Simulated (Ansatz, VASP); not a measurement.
## Sb: VASP beside Ansatz

```
CELL_PARAMETERS angstrom
5.24284 0.00000 0.00000
-2.62142 4.54043 0.00000
0.00000 0.00000 3.12767
ATOMIC_POSITIONS crystal
Sb 0.00000 0.00000 0.00000
Sb 0.33333 0.66667 0.50000
Sb 0.66667 0.33333 0.50000
```

Alike in both runs: task single point; functional LDA; k mesh 8 × 8 × 11; occupations fermi-dirac, width 0.1 eV; no spin polarisation.

```csv
,VASP,Ansatz
version,VASP 6.6.1,Ansatz 0.2.0
potentials or method,"VASP PAW LDA potentials, release 64 (Sb), cutoff 520 eV","plane waves (420 eV) with PAW, scalar-relativistic"
valence electrons in the cell,15,45
```

VASP gave:

| Quantity | Value |
| --- | --- |
| pressure (GPa) | 3.1 |
| traceless stress, the component that is largest in VASP (GPa) | -1.81 |

Q: Estimate Ansatz's values.

A: Pressure (GPa): 2.9; traceless stress, the component that is largest in VASP (GPa): -1.79.

Ansatz warns that its potentials were made for another functional, while VASP's fit it. LDA's correlation is that of Perdew and Zunger in VASP and of Perdew and Wang (1992) in Ansatz. VASP's potentials hold 15 valence electrons a cell and Ansatz's 45, so a difference there can come from the potentials and not from the codes.

Neither program's run includes spin-orbit coupling.
